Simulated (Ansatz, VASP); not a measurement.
**Al4Co3Ni: VASP beside Ansatz**

Contents of INCAR:

```
PREC = Accurate
ENCUT = 520
EDIFF = 1E-7
ISMEAR = 0
SIGMA = 0.1
LREAL = F
LASPH = T
NELM = 150
ALGO = Normal
ISIF = 2
LWAVE = F
LCHARG = F
ISPIN = 2
MAGMOM = 0 0 0 0 0 0.31 0.31 0
LORBIT = 11
LMAXMIX = 4
GGA = PE
NBANDS = 38
```

File KPOINTS:

```
regular mesh
0
Gamma
  4 4 6
```

Contents of POSCAR:

```
Al4Co3Ni
1.0
    5.7335081000      0.0000000000      0.0000000000
    0.0000000000      5.7335081000      0.0000000000
    0.0000000000      0.0000000000      2.8599830000
Al Co Ni
4 3 1
Direct
    0.2478070000      0.7521930000      0.0000000000
    0.2478070000      0.2478070000      0.0000000000
    0.7521930000      0.7521930000      0.0000000000
    0.7521930000      0.2478070000      0.0000000000
    0.0000000000      0.0000000000      0.5000000000
    0.5000000000      0.0000000000      0.5000000000
    0.0000000000      0.5000000000      0.5000000000
    0.5000000000      0.5000000000      0.5000000000
```

Input for Ansatz:

```yaml
crystal:
  lattice:
    - [5.7335081, 0.0, 0.0]
    - [0.0, 5.7335081, 0.0]
    - [0.0, 0.0, 2.859983]
  atoms:
    - { symbol: Al, position: [0.247807, 0.752193, 0.0] }
    - { symbol: Al, position: [0.247807, 0.247807, 0.0] }
    - { symbol: Al, position: [0.752193, 0.752193, 0.0] }
    - { symbol: Al, position: [0.752193, 0.247807, 0.0] }
    - { symbol: Co, position: [0.0, 0.0, 0.5] }
    - { symbol: Ni, position: [0.5, 0.5, 0.5] }
    - { symbol: Co, position: [0.5, 0.0, 0.5], spin: 0.31 }
    - { symbol: Co, position: [0.0, 0.5, 0.5], spin: 0.31 }
basis:
  ecutwfc: 420
kpoints:
  mp_grid: { grid: [4, 4, 6] }
hamiltonian:
  xc: pbe
scf:
  occupations: { method: gaussian, width: 0.1 }
  lower_state_search: "off"
output:
  forces: true
  stress: true
  eigenvalues: true
  populations: true
magnetization:
  spin_polarized: true
```

Alike in both runs: task single point; functional PBE; k mesh 4 × 4 × 6; occupations gaussian, width 0.1 eV; collinear spin.

```csv
,VASP,Ansatz
version,VASP 6.6.1,Ansatz 0.2.0
potentials or method,"VASP PAW PBE potentials, release 64 (Al, Co, Ni), cutoff 520 eV","scalar-relativistic, plane waves, PAW"
valence electrons in the cell,49,81
```

VASP gave:

- gap on the k mesh at the Fermi level (eV): none
- pressure (GPa): -0.3
- rms of the force components (eV/Å): 0.016
- net moment per atom (μB): 0.00
- size of the moment on the site where the two differ most (μB): 0.01

**Question.** What did Ansatz give for the same quantities?

**Answer.** gap on the k mesh at the Fermi level (eV): none; pressure (GPa): 0.1; rms of the force components (eV/Å): 0.025; net moment per atom (μB): 0.10; size of the moment on the site where the two differ most (μB): 0.38.

Site moments also hang on the region over which each program counts them. A gap of «none» marks a metal or a gap that the smearing closes. The functional is the same, so the differences come from potentials, cutoffs and numerics. VASP's potentials hold 49 valence electrons a cell and Ansatz's 81, so a difference there can come from the potentials and not from the codes.

The k mesh is coarse, so the values compare programs but aren't converged.
